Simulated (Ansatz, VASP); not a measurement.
# One calculation of InGa3As4, two programs

File INCAR:

```
SYSTEM = InGa3As4
  PREC = Accurate
  ENCUT = 600
  EDIFF = 1E-7
  ISMEAR = 0
  SIGMA = 0.1
  LREAL = .False.
  LASPH = .True.
  NELM = 60
  ALGO = Fast
  ISIF = 3
  LWAVE = .False.
  LCHARG = .False.
  GGA = PE
  IBRION = 2
  NSW = 100
  EDIFFG = -0.01
```

Contents of KPOINTS:

```
regular mesh
0
Gamma
  10 10 4
  0 0 0
```

The input POSCAR:

```
InGa3As4
1.0
    4.1340901000      0.0000000000      0.0000000000
    0.0000000000      4.1340901000      0.0000000000
    0.0000000000      0.0000000000     11.7605484000
In Ga As
1 3 4
Direct
    0.0000000000      0.0000000000      0.0000000000
    0.5000000000      0.5000000000      0.2590530000
    0.0000000000      0.0000000000      0.5000000000
    0.5000000000      0.5000000000      0.7409470000
    0.5000000000      0.0000000000      0.3795890000
    0.0000000000      0.5000000000      0.6204110000
    0.5000000000      0.0000000000      0.8602910000
    0.0000000000      0.5000000000      0.1397090000
```

Input for Ansatz:

```yaml
crystal:
  lattice:
    - [4.1340901, 0.0, 0.0]
    - [0.0, 4.1340901, 0.0]
    - [0.0, 0.0, 11.7605484]
  atoms:
    - { symbol: In, position: [0.0, 0.0, 0.0] }
    - { symbol: Ga, position: [0.5, 0.5, 0.259053] }
    - { symbol: Ga, position: [0.0, 0.0, 0.5] }
    - { symbol: Ga, position: [0.5, 0.5, 0.740947] }
    - { symbol: As, position: [0.5, 0.0, 0.379589] }
    - { symbol: As, position: [0.0, 0.5, 0.620411] }
    - { symbol: As, position: [0.5, 0.0, 0.860291] }
    - { symbol: As, position: [0.0, 0.5, 0.139709] }
basis:
  ecutwfc: 420
kpoints:
  mp_grid: { grid: [10, 10, 4] }
hamiltonian:
  xc: pbe
scf:
  occupations: { method: gaussian, width: 0.1 }
output:
  forces: true
  stress: true
  eigenvalues: true
  write_density: true
  write_potential: true
  elf: true
  volumetric_format: npy
relax:
  adjacent_minimum: "off"
  f_tol: 0.01
  max_steps: 80
  cell: { stress_tol: 0.05 }
```

Alike in both runs: task relaxation of cell and atoms; functional PBE; k mesh 10 × 10 × 4; occupations gaussian, width 0.1 eV; no spin polarisation.

|  | VASP | Ansatz |
| --- | --- | --- |
| version | VASP 6.6.1 | Ansatz 0.2.0 |
| potentials or method | VASP PAW PBE potentials, release 64 (In_d, Ga_d, As), cutoff 600 eV | scalar-relativistic, plane waves, PAW |
| valence electrons in the cell | 72 | 112 |

```tsv
	VASP	Ansatz	Ansatz less VASP
gap on the k mesh at the Fermi level, each at its own relaxed structure (eV)	none	none	-
relaxed volume (Å³/atom)	25.20	25.12	-0.078
relaxed cell length with the largest relative difference (Å)	11.773	11.761	-0.0124
```

A gap of «none» marks a metal or a gap that the smearing closes. VASP's potentials hold 72 valence electrons a cell and Ansatz's 112, so a difference there can come from the potentials and not from the codes.
